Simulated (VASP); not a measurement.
## Pt: elastic constants with RPBE+D3(BJ)

Crystal: Pt.

```xyz
1
Lattice="0.0000 2.0544 2.0544 2.0544 0.0000 2.0544 2.0544 2.0544 0.0000" Properties=species:S:1:pos:R:3 pbc="T T T"
Pt    0.0000    0.0000    0.0000
```

- Program: VASP 6.6.1
- Task: elastic constants
- Functional: RPBE
- Dispersion: D3(BJ)
- Potentials or basis: VASP PAW PBE potentials, release 64 (Pt_sv_GW)
- Cutoff: 570 eV
- k mesh: 8 × 8 × 8
- Occupations: fermi-dirac, width 0.1 eV
- Spin: no spin polarisation
- Dipole correction: no
- Ions in elastic constants: relaxed
- Further INCAR settings: ALGO = Normal; EDIFF = 1e-08; NBANDS = 15; IBRION = 6; POTIM = 0.015; NSW = 1; ISIF = 3

* Elastic constants C11, C12, C44: 211, 104, 67 GPa
* Voigt bulk modulus: 140 GPa
* Dispersion energy per atom: -3.691 eV

Elastic tensor in Voigt notation (GPa, in the Cartesian axes of the cell as first typed):
```
211 104 104   0   0   0
104 211 104   0   0   0
104 104 211   0   0   0
  0   0   0  67   0   0
  0   0   0   0  67   0
  0   0   0   0   0  67
```

Clamped-ion elastic tensor (GPa):
```
211 104 104   0   0   0
104 211 104   0   0   0
104 104 211   0   0   0
  0   0   0  67   0   0
  0   0   0   0  67   0
  0   0   0   0   0  67
```

It took 3.7 min on 1 thread of Intel(R) Xeon(R) Platinum 8259CL CPU @ 2.50GHz (Skylake/Cascade Lake) (shared host), peak memory 0.21 GiB.

Caveat: the cell is under stress, which shifts elastic constants; the dispersion term is far too large for a dense solid, which distorts pressure and volume; the PAW data sets were made with another functional, which shifts forces and pressure a little.
